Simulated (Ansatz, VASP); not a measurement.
# Two plane-wave programs on Mo

```xyz
1
Lattice="2.8126 0.0000 0.0000 -1.4063 2.4358 0.0000 0.0000 0.0000 2.4170" Properties=species:S:1:pos:R:3 pbc="T T T"
Mo    0.0000    0.0000    1.2085
```

Alike in both runs: task single point; functional r2SCAN; k mesh 24 × 24 × 20; occupations gaussian, width 0.15 eV; no spin polarisation.

|  | VASP | Ansatz |
| --- | --- | --- |
| version | VASP 6.6.1 | Ansatz 0.2.0 |
| potentials or method | VASP PAW PBE potentials, release 64 (Mo_sv), cutoff 520 eV | scalar-relativistic, plane waves, PAW |
| valence electrons in the cell | 14 | 14 |

Ansatz gave:

* gap on the k mesh at the Fermi level (eV): none
* pressure (GPa): 0.8
* traceless stress, the component that is largest in VASP (GPa): 10.60

Q: Which values does VASP return?

A: gap on the k mesh at the Fermi level (eV): none; pressure (GPa): 2.0; traceless stress, the component that is largest in VASP (GPa): 11.38.

VASP's potentials were made for PBE, not for r2SCAN. A gap of «none» marks a metal or a gap that the smearing closes.
